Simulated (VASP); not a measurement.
# SnPb2O3 (P4/nmm) in VASP: single point with PBE

Aim: the single point of SnPb2O3 with PBE.

Everything below comes from runs of VASP 6.6.1. Logs are shortened: lines on timing, memory, paths and dates and some standing lists are left out, and cuts for length are marked.

## (1) The cell of the first run

Symmetry: P4/nmm, No. 129, tetragonal system. The conventional cell has a = 3.985 Å, b = 3.985 Å, c = 16.391 Å, α = 90.00°, β = 90.00°, γ = 90.00°. Sn (site symmetry 4mm) has 4 O at 2.28 Å within 3.0 Å. Pb (site symmetry 4mm) has 4 O at 2.34 Å within 3.1 Å. Within 3.1 Å of Pb (site symmetry 4mm) lie 4 O at 2.33 Å. Within 3.0 Å of O (site symmetry 2mm) lie 2 Sn at 2.28 Å and 2 Pb at 2.34 Å and 4 O at 2.82 Å. O (site symmetry -4m2) has 4 Pb at 2.33 Å and 4 O at 2.82 Å within 3.1 Å.

## (2) Single point, PBE

File POSCAR:

```
SnPb2O3
1.0
    3.9853943224      0.0000000000      0.0000000000
    0.0000000000      3.9853943224      0.0000000000
    0.0000000000      0.0000000000     16.3907377660
Sn Pb O
2 4 6
Direct
    0.5000000000      0.0000000000      0.9163634890
    0.0000000000      0.5000000000      0.0836365110
    0.5000000000      0.0000000000      0.2262794428
    0.5000000000      0.0000000000      0.5742540567
    0.0000000000      0.5000000000      0.4257459433
    0.0000000000      0.5000000000      0.7737205572
    0.5000000000      0.5000000000      0.8483132610
    0.5000000000      0.5000000000      0.1516867390
    0.5000000000      0.5000000000      0.5000000000
    0.0000000000      0.0000000000      0.8483132610
    0.0000000000      0.0000000000      0.1516867390
    0.0000000000      0.0000000000      0.5000000000
```

File INCAR.step1:

```
PREC     = Accurate       # precision mode
ENCUT    = 520            # plane-wave cutoff, eV
EDIFF    = 1E-6           # SCF threshold, eV
ISMEAR   = 0              # smearing method
SIGMA    = 0.02           # smearing width, eV
LREAL    = False          # projectors in reciprocal space
LASPH    = True           # aspherical terms in the spheres
NELM     = 60             # most SCF steps
ALGO     = Normal         # electronic algorithm
ISIF     = 2              # what is computed and relaxed
LWAVE    = False          # write WAVECAR
LCHARG   = True           # write CHGCAR
GGA      = PE             # functional
NBANDS   = 72             # bands
KPAR     = 4
```

File KPOINTS.step1:

```
Automatic mesh
0
Gamma
  8 8 2
```

File INCAR.step2:

```
PREC     = Accurate       # precision mode
ENCUT    = 520            # plane-wave cutoff, eV
EDIFF    = 1E-6           # SCF threshold, eV
ISMEAR   = -5             # smearing method
SIGMA    = 0.02           # smearing width, eV
LREAL    = False          # projectors in reciprocal space
LASPH    = True           # aspherical terms in the spheres
NELM     = 60             # most SCF steps
ALGO     = Normal         # electronic algorithm
ISIF     = 2              # what is computed and relaxed
LWAVE    = False          # write WAVECAR
LCHARG   = False          # write CHGCAR
GGA      = PE             # functional
LORBIT   = 10             # projections on sites
NEDOS    = 1001           # points of the DOS
ICHARG   = 11             # starting density
KPAR     = 4
```

File KPOINTS.step2:

```
Automatic mesh
0
Gamma
  12 12 3
```

Potentials or basis: VASP PAW PBE potentials, release 64 (Sn_d, Pb_d, O).

Run with:

```console
$ cat potpaw_PBE.64/Sn_d/POTCAR potpaw_PBE.64/Pb_d/POTCAR potpaw_PBE.64/O/POTCAR > POTCAR
$ cp INCAR.step1 INCAR
$ cp KPOINTS.step1 KPOINTS
$ mpirun -np 4 vasp_std > vasp.out
$ cp INCAR.step2 INCAR
$ cp KPOINTS.step2 KPOINTS
$ mpirun -np 4 vasp_std > vasp.out
```

OUTCAR:

```text
PREC = Accurate
   ENCUT = 520
   EDIFF = 1E-6
   ISMEAR = -5
   LREAL = False
   LASPH = True
   NELM = 60
   ISIF = 2
   GGA = PE
   LORBIT = 10
   ICHARG = 11

 ion  position               nearest neighbor table
   1  0.500  0.000  0.916-   7 2.28  10 2.28   7 2.28  10 2.28   6 3.66   6 3.66   6 3.66   6 3.66

   2  0.000  0.500  0.084-   8 2.28  11 2.28  11 2.28   8 2.28   3 3.66   3 3.66   3 3.66   3 3.66

   3  0.500  0.000  0.226-   8 2.34  11 2.34   8 2.34  11 2.34   2 3.66   2 3.66   2 3.66   2 3.66

   4  0.500  0.000  0.574-   9 2.33  12 2.33   9 2.33  12 2.33   5 3.72   5 3.72   5 3.72   5 3.72

   5  0.000  0.500  0.426-   9 2.33  12 2.33  12 2.33   9 2.33   4 3.72   4 3.72   4 3.72   4 3.72

   6  0.000  0.500  0.774-   7 2.34  10 2.34  10 2.34   7 2.34   1 3.66   1 3.66   1 3.66   1 3.66

   7  0.500  0.500  0.848-   1 2.28   1 2.28   6 2.34   6 2.34
   8  0.500  0.500  0.152-   2 2.28   2 2.28   3 2.34   3 2.34
   9  0.500  0.500  0.500-   4 2.33   5 2.33   4 2.33   5 2.33
  10  0.000  0.000  0.848-   1 2.28   1 2.28   6 2.34   6 2.34
  11  0.000  0.000  0.152-   2 2.28   2 2.28   3 2.34   3 2.34
  12  0.000  0.000  0.500-   4 2.33   5 2.33   5 2.33   4 2.33

  LATTYP: Found a simple tetragonal cell.
 ALAT       =     3.9853943224
 C/A-ratio  =     4.1127016401

  Lattice vectors:

 A1 = (   3.9853943224,   0.0000000000,   0.0000000000)
 A2 = (   0.0000000000,   3.9853943224,   0.0000000000)
 A3 = (   0.0000000000,   0.0000000000,  16.3907377660)

Analysis of symmetry for initial positions (statically):
=====================================================================
 Subroutine PRICEL returns:
 Original cell was already a primitive cell.

 Routine SETGRP: Setting up the symmetry group for a
 simple tetragonal supercell.

 Subroutine GETGRP returns: Found 16 space group operations
 (whereof  8 operations were pure point group operations)
 out of a pool of 16 trial point group operations.

The static configuration has the point symmetry D_2d.
 The point group associated with its full space group is D_4h.

Analysis of symmetry for dynamics (positions and initial velocities):
=====================================================================
 Subroutine PRICEL returns:
 Original cell was already a primitive cell.

 Routine SETGRP: Setting up the symmetry group for a
 simple tetragonal supercell.

 Subroutine GETGRP returns: Found 16 space group operations
 (whereof  8 operations were pure point group operations)
 out of a pool of 16 trial point group operations.

The dynamic configuration has the point symmetry D_2d.
 The point group associated with its full space group is D_4h.

 Subroutine INISYM returns: Found 16 space group operations
 (whereof  8 operations are pure point group operations),
 and found     1 'primitive' translations

----------------------------------------------------------------------------------------

                                     Primitive cell

  volume of cell :     260.3401

  direct lattice vectors                    reciprocal lattice vectors
     3.985394322  0.000000000  0.000000000     0.250916200  0.000000000  0.000000000
     0.000000000  3.985394322  0.000000000     0.000000000  0.250916200  0.000000000
     0.000000000  0.000000000 16.390737766     0.000000000  0.000000000  0.061010066

  length of vectors
     3.985394322  3.985394322 16.390737766     0.250916200  0.250916200  0.061010066

  position of ions in fractional coordinates (direct lattice)
     0.500000000  0.000000000  0.916363489
     0.000000000  0.500000000  0.083636511
     0.500000000  0.000000000  0.226279443
     0.500000000  0.000000000  0.574254057
     0.000000000  0.500000000  0.425745943
     0.000000000  0.500000000  0.773720557
     0.500000000  0.500000000  0.848313261
     0.500000000  0.500000000  0.151686739
     0.500000000  0.500000000  0.500000000
     0.000000000  0.000000000  0.848313261
     0.000000000  0.000000000  0.151686739
     0.000000000  0.000000000  0.500000000

  ion indices of the primitive-cell ions
   primitive index   ion index
                 1           1
                 2           2
                 3           3
                 4           4
                 5           5
                 6           6
                 7           7
                 8           8
                 9           9
                10          10
                11          11
                12          12

----------------------------------------------------------------------------------------

 KPOINTS: Automatic mesh

Automatic generation of k-mesh.
 Grid dimensions read from file:
 generate k-points for:   12   12    3

 Generating k-lattice:

  Cartesian coordinates                     Fractional coordinates (reciprocal lattice)
     0.020909683  0.000000000  0.000000000     0.083333333  0.000000000  0.000000000
     0.000000000  0.020909683  0.000000000     0.000000000  0.083333333  0.000000000
     0.000000000  0.000000000  0.020336689     0.000000000  0.000000000  0.333333333

  Length of vectors
     0.020909683  0.020909683  0.020336689

  Shift w.r.t. Gamma in fractional coordinates (k-lattice)
     0.000000000  0.000000000  0.000000000

 TETIRR: Found    654 inequivalent tetrahedra from     2592

 Subroutine IBZKPT returns following result:
 ===========================================

 Found     56 irreducible k-points:

 Following reciprocal coordinates:
            Coordinates               Weight
  0.000000  0.000000  0.000000      1.000000
  0.083333  0.000000  0.000000      4.000000
  0.166667  0.000000  0.000000      4.000000
  0.250000  0.000000  0.000000      4.000000
  0.333333  0.000000  0.000000      4.000000
  0.416667  0.000000  0.000000      4.000000
[... 16 lines left out ...]
  0.333333  0.333333  0.000000      4.000000
  0.416667  0.333333  0.000000      8.000000
 [... further k-points ...]
   k-points           NKPTS =     56   k-points in BZ     NKDIM =     56   number of bands    NBANDS=     72
   number of dos      NEDOS =   1001   number of ions     NIONS =     12
   total plane-waves  NPLWV = 113400
   dimension x,y,z NGX =    30 NGY =   30 NGZ =  126
   dimension x,y,z NGXF=    60 NGYF=   60 NGZF=  252
   ions per type =               2   4   6
   NGX,Y,Z   is equivalent  to a cutoff of  12.51, 12.51, 12.78 a.u.
   NGXF,Y,Z  is equivalent  to a cutoff of  25.03, 25.03, 25.56 a.u.
 SYSTEM =  unknown system
   PREC   = accura    normal or accurate (medium, high low for compatibility)
   ISTART =      0    job   : 0-new  1-cont  2-samecut
   ICHARG =     11    charge: 1-file 2-atom 10-const
   ISPIN  =      1    spin polarized calculation?
   LNONCOLLINEAR =      F non collinear calculations
   LSORBIT =      F    spin-orbit coupling
   LASPH  =      T    aspherical Exc in radial PAW
   ENCUT  =  520.0 eV  38.22 Ry    6.18 a.u.   7.41  7.41 30.48*2*pi/ulx,y,z
   NELM   =     60;   NELMIN=  2; NELMDL=  0     # of ELM steps
   EDIFF  = 0.1E-05   stopping-criterion for ELM
   LREAL  =      F    real-space projection
   EDIFFG = 0.1E-04   stopping-criterion for IOM
   NSW    =      0    number of steps for IOM
   IBRION =     -1    ionic relax: 0-MD 1-quasi-New 2-CG
   NFREE  =      0    steps in history (QN), initial steepest desc. (CG)
   ISIF   =      2    stress and relaxation
   ISYM   =      2    0-nonsym 1-usesym 2-fastsym
   POTIM  = 0.5000    time-step for ionic-motion
   TEBEG  =    0.0;   TEEND  =   0.0 temperature during run
   PSTRESS=    0.0 pullay stress
   NELECT =     120.0000    total number of electrons
   NUPDOWN=      -1.0000    fix difference up-down
   EMIN   =  10.00;   EMAX   =-10.00  energy-range for DOS
   EFERMI =   0.00;   METHOD = LEGACY
   ISMEAR =    -5;   SIGMA  =   0.02  broadening in eV -4-tet -1-fermi 0-gaus
   EFERMI_NEDOS =   21; number of points for ismear=-14 and -15
   IALGO  =     38    algorithm
   IMIX   =      4    mixing-type and parameters
     AMIX     =   0.40;   BMIX     =  1.00
     AMIX_MAG =   1.60;   BMIX_MAG =  1.00
  volume/ion in A,a.u.               =      21.70       146.41
  Fermi-wavevector in a.u.,A,eV,Ry     =   1.264605  2.389757 21.758787  1.599226
  Thomas-Fermi vector in A             =   2.397901
   LORBIT       =     10    0 simple, 1 ext, 2 COOP (PROOUT), +10 PAW based schemes
   GGA     = PE    functional components
   LHFCALC =     F    Hartree Fock is set to
   AEXX    =    0.0000 exact exchange contribution
   IVDW    =     0    specifies the selected vdW correction
   LEPSILON=     F    determine dielectric tensor
   LRPA    =     F    only Hartree local field effects (RPA)
 non-spin polarized calculation
 Fermi weights with tetrahedron method with Bloechl corrections
  energy-cutoff  :      520.00
  volume of cell :      260.34
 maximum number of plane-waves:      7073
 NGX is ok and might be reduce to    30

 number of electron     119.9999995 magnetization

 Free energy of the ion-electron system (eV)
  ---------------------------------------------------
  ext. energy  EPLUGINS =         0.00000000
  ---------------------------------------------------
  free energy    TOTEN  =       -65.65811398 eV

  energy without entropy =      -65.65811398  energy(sigma->0) =      -65.65811398

 E-fermi :   4.6538     XC(G=0):  -9.2295

 val. band max:        4.6503632675   @ k =   0.1667   0.0833   0.0000
 cond. band min:       5.8666973552   @ k =   0.5000   0.5000   0.0000
 fundamental gap:      1.2163340878
 Fermi energy:         4.6537746162

 k-point     1 :       0.0000    0.0000    0.0000
  band No.  band energies     occupation
      1     -16.2046      2.00000
      2     -16.1964      2.00000
      3     -16.0067      2.00000
      4     -16.0067      2.00000
      5     -15.9991      2.00000
      6     -15.9887      2.00000
[... 64 lines left out ...]
     71      10.1464      0.00000
     72      10.2098      0.00000
[... 1723 lines left out ...]
     71       9.5127      0.00000
     72       9.8172      0.00000

 [... further k-points ...]

------------------------ aborting loop because EDIFF is reached ----------------------------------------

  FORCE on cell =-STRESS in cart. coord.  units (eV):
  Direction    XX          YY          ZZ          XY          YZ          ZX
  --------------------------------------------------------------------------------------
  -------------------------------------------------------------------------------------
  Total        0.1657168      0.1657168      0.1959971      0.0000000      0.0000000     -0.0000000
  in kB        1.0198492      1.0198492      1.2061996      0.0000000      0.0000000     -0.0000000
  external PRESSURE =       1.0819660 kB  Pullay stress =       0.0000000 kB

 VOLUME and BASIS-vectors are now :
 -----------------------------------------------------------------------------
  energy-cutoff  :      520.00
  volume of cell :      260.34
      direct lattice vectors                 reciprocal lattice vectors
     3.985394322  0.000000000  0.000000000     0.250916200  0.000000000  0.000000000
     0.000000000  3.985394322  0.000000000     0.000000000  0.250916200  0.000000000
     0.000000000  0.000000000 16.390737766     0.000000000  0.000000000  0.061010066

 POSITION                                       TOTAL-FORCE (eV/Angst)
 -----------------------------------------------------------------------------------
      1.99270      0.00000     15.01987         0.000000      0.000000      0.057671
      0.00000      1.99270      1.37086         0.000000     -0.000000     -0.057671
      1.99270      0.00000      3.70889        -0.000000     -0.000000      0.040850
      1.99270      0.00000      9.41245         0.000000     -0.000000      0.040695
      0.00000      1.99270      6.97829         0.000000     -0.000000     -0.040695
      0.00000      1.99270     12.68185         0.000000     -0.000000     -0.040850
      1.99270      1.99270     13.90448        -0.000000     -0.000000     -0.010935
      1.99270      1.99270      2.48626         0.000000     -0.000000      0.010935
      1.99270      1.99270      8.19537         0.000000      0.000000     -0.000000
      0.00000      0.00000     13.90448        -0.000000      0.000000     -0.010935
      0.00000      0.00000      2.48626         0.000000     -0.000000      0.010935
      0.00000      0.00000      8.19537         0.000000     -0.000000     -0.000000
 -----------------------------------------------------------------------------------
    total drift:                                0.000000     -0.000000      0.000000

  FREE ENERGIE OF THE ION-ELECTRON SYSTEM (eV)
  ---------------------------------------------------
  free  energy   TOTEN  =       -65.6581139824 eV

  energy  without entropy=      -65.6581139824  energy(sigma->0) =      -65.65811398

 total charge

# of ion       s       p       d       tot
------------------------------------------
    1        1.281   0.718  10.047  12.046
    2        1.281   0.718  10.047  12.046
    3        1.378   0.612   9.873  11.862
    4        1.377   0.612   9.872  11.862
    5        1.377   0.612   9.872  11.862
    6        1.378   0.612   9.873  11.862
    7        1.577   3.390   0.000   4.967
    8        1.577   3.390   0.000   4.967
    9        1.578   3.385   0.000   4.963
   10        1.577   3.390   0.000   4.967
   11        1.577   3.390   0.000   4.967
   12        1.578   3.385   0.000   4.963
--------------------------------------------------
tot         17.539  24.214  59.584 101.337
```

It took 3.9 min on 4 MPI ranks of Intel Xeon 6975P-C (Granite Rapids), shared host; peak memory 0.86 GiB.

What came out:

- Valence electrons inside the program's atomic spheres: Sn 12.05; Pb 11.86; O 4.97, 4.96 (each value once)

Caveat: spin-orbit coupling is left out, which moves the levels of the heavy elements.
